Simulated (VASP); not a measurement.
Wanted: the native input for a VASP 6.6.1 run.

```yaml
Task: single point
Functional: PBE
Potentials_or_basis: VASP PAW PBE potentials, release 64 (Be, Te, Se)
Cutoff: 600 eV
k_mesh: 2 × 2 × 3
Occupations: gaussian, width 0.15 eV
Spin: no spin polarisation
Dipole_correction: no
Further_INCAR_settings: ALGO = Normal; EDIFF = 1e-06; NBANDS = 21
```

The structure of Be3Te2Se lies in POSCAR:

```
Be3Te2Se
1.0
    7.7072629316      0.0000000000      0.0000000000
   -3.8536314658      6.6746854924      0.0000000000
    0.0000000000      0.0000000000      3.8865627556
Be Te Se
3 2 1
Direct
    0.5000000000      0.0000000000      0.0000000000
    0.0000000000      0.5000000000      0.0000000000
    0.5000000000      0.5000000000      0.0000000000
    0.3333333333      0.6666666667      0.0000000000
    0.6666666667      0.3333333333      0.0000000000
    0.0000000000      0.0000000000      0.5000000000
```

The cell was built from a structure type or drawn by symmetry, and may not be a known phase.

One way to write it, as run:

INCAR

```
PREC = Accurate
ENCUT = 600
EDIFF = 1E-6
ISMEAR = 0
SIGMA = 0.15
LREAL = False
LASPH = True
NELM = 120
ALGO = Normal
ISIF = 2
LWAVE = False
LCHARG = False
GGA = PE
NBANDS = 21
GGA_COMPAT = False
```

KPOINTS

```
Automatic mesh
0
Gamma
  2 2 3
```

Potentials or basis: VASP PAW PBE potentials, release 64 (Be, Te, Se).

Run with:

```console
$ cat potpaw_PBE.64/Be/POTCAR potpaw_PBE.64/Te/POTCAR potpaw_PBE.64/Se/POTCAR > POTCAR
$ mpirun -np 1 vasp_std > vasp.out
```

It gave:

```yaml
Pressure: 0.1 GPa
Band_gap_on_the_k_mesh: 0.17 eV (least direct gap 0.38 eV)
```

Caveat: the k points lie up to 0.54 Å⁻¹ apart; spin-orbit coupling is left out, which moves the levels of the heavy elements; an odd mesh through Γ misses points on the zone boundary, where band edges can lie.

It took 22 s on 1 thread of Intel(R) Xeon(R) 6975P-C (Granite Rapids) (shared host), peak memory 0.34 GiB.
